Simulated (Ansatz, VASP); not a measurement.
**Ti: VASP beside Ansatz**

Contents of INCAR:

```
ALGO = Normal ; EDIFF = 1E-6
ENCUT = 500 ; GGA = PE
GGA_COMPAT = F ; ISIF = 2
ISMEAR = -1 ; LASPH = T
LCHARG = F ; LREAL = F
LWAVE = F ; NBANDS = 12
NELM = 120 ; PREC = Accurate
SIGMA = 0.05
```

The input KPOINTS:

```
k-points
0
Gamma
  15 15 15
```

POSCAR

```
Ti
1.0
    0.0000000000      1.9691000000      2.0300000000
    1.9691000000      0.0000000000      2.0300000000
    1.9691000000      1.9691000000      0.0000000000
Ti
1
Direct
    0.0000000000      0.0000000000      0.0000000000
```

Input for Ansatz:

```yaml
crystal:
  lattice:
    - [0.0, 1.9691, 2.03]
    - [1.9691, 0.0, 2.03]
    - [1.9691, 1.9691, 0.0]
  atoms:
    - { symbol: Ti, position: [0.0, 0.0, 0.0] }
kpoints:
  mp_grid: { grid: [15, 15, 15] }
  band_path:
    path:
      - [0.0, 0.0, 0.0]
      - [0.0, 0.5, 0.5]
      - [0.25, 0.75, 0.5]
      - [0.0, 0.5, 0.0]
      - [0.0, 0.0, 0.0]
      - [0.5, 0.5, 0.0]
      - [0.3676125, 0.6323875, 0.0]
      - [-0.3676125, 0.3676125, 0.0]
      - [0.0, 0.0, 0.0]
    npoints: 5
scf:
  occupations: { method: fermi_dirac, width: 0.05 }
hamiltonian:
  xc: pbe
  pseudopotentials: { kind: all_electron, lapw: { basis_error: 0.00025 } }
output:
  forces: true
  stress: true
  eigenvalues: true
```

Change from the starting cell: equal xx and yy strain of -3 %.

Alike in both runs: task single point; functional PBE; k mesh 15 × 15 × 15; occupations fermi-dirac, width 0.05 eV; no spin polarisation.

```csv
,VASP,Ansatz
version,VASP 6.6.1,Ansatz 0.2.0
potentials or method,"VASP PAW PBE potentials, release 64 (Ti_sv), cutoff 500 eV","all-electron LAPW, scalar-relativistic"
```

```tsv
	VASP	Ansatz	Ansatz less VASP
pressure (GPa)	12.2	12.7	+0.50
traceless stress, the component that is largest in VASP (GPa)	-0.64	-0.63	+0.012
```

Ansatz ran all-electron here, and VASP with PAW potentials.
